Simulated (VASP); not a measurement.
PrScO:

```
CELL_PARAMETERS angstrom
4.09002 0.00000 0.00000
-2.04501 3.54206 0.00000
0.00000 0.00000 4.19307
ATOMIC_POSITIONS crystal
Pr 0.00000 0.00000 0.00000
Sc 0.66667 0.33333 0.50000
O 0.33333 0.66667 0.50000
```

The cell was generated, and may not be a known phase.

- Program: VASP 6.6.1
- Task: relaxation of cell and atoms
- Functional: PBE
- Potentials or basis: VASP PAW PBE potentials, release 64 (Pr_3, Sc_sv, O), 4f in core
- Cutoff: 600 eV
- k mesh: 6 × 6 × 5
- Occupations: gaussian, width 0.2 eV
- Spin: no spin polarisation

At the start: pressure -1.9 GPa; volume 20.25 Å³/atom.

Q: Where does the relaxation end?

A: Over 15 steps the energy falls by 609.2 meV/atom and the volume is 21.85 Å³/atom (+7.9 %); space group P-6m2 (No. 187, to 0.1 Å) before and after.

The path:
| step | energy change (eV) | largest force (eV/Å) | pressure (GPa) | volume (Å³) |
| --- | --- | --- | --- | --- |
| 1 | 0.0000 | 0.0000 | -1.94 | 60.75 |
| 2 | -0.2970 | 0.0000 | 1.44 | 58.48 |
| 3 | -0.6839 | 0.0000 | 22.38 | 50.57 |
| 4 | -0.7546 | 0.0000 | 14.73 | 52.69 |
| 5 | -0.7425 | 0.0000 | 18.54 | 51.55 |
| 6 | -0.8086 | 0.0000 | 18.93 | 51.68 |
| 7 | -0.9465 | 0.0000 | 20.68 | 51.99 |
| 8 | -0.9134 | 0.0000 | 26.18 | 52.27 |
| 9 | -0.9829 | 0.0000 | 23.48 | 52.21 |
| 10 | -1.2006 | 0.0000 | 19.56 | 53.91 |
| 11 | -1.6443 | 0.0000 | 9.70 | 59.21 |
| 12 | -1.7181 | 0.0000 | -3.83 | 70.59 |
| 13 | -1.8077 | 0.0000 | 1.35 | 65.47 |
| 14 | -1.8159 | 0.0000 | 1.11 | 65.50 |
| 15 | -1.8275 | 0.0000 | 0.45 | 65.55 |

Final structure:
```
Pr Sc O
1.0
     3.52528    0.00000    0.00000
    -1.76264    3.05298    0.00000
     0.00000    0.00000    6.09048
Pr Sc O
1 1 1
Direct
  0.00000 0.00000 0.00000
  0.66667 0.33333 0.50000
  0.33333 0.66667 0.50000
```

Caveat: a cell axis changed by over 15 % at a fixed basis, so the end point is rough; the run has no spin polarisation, though such a crystal can be magnetic.
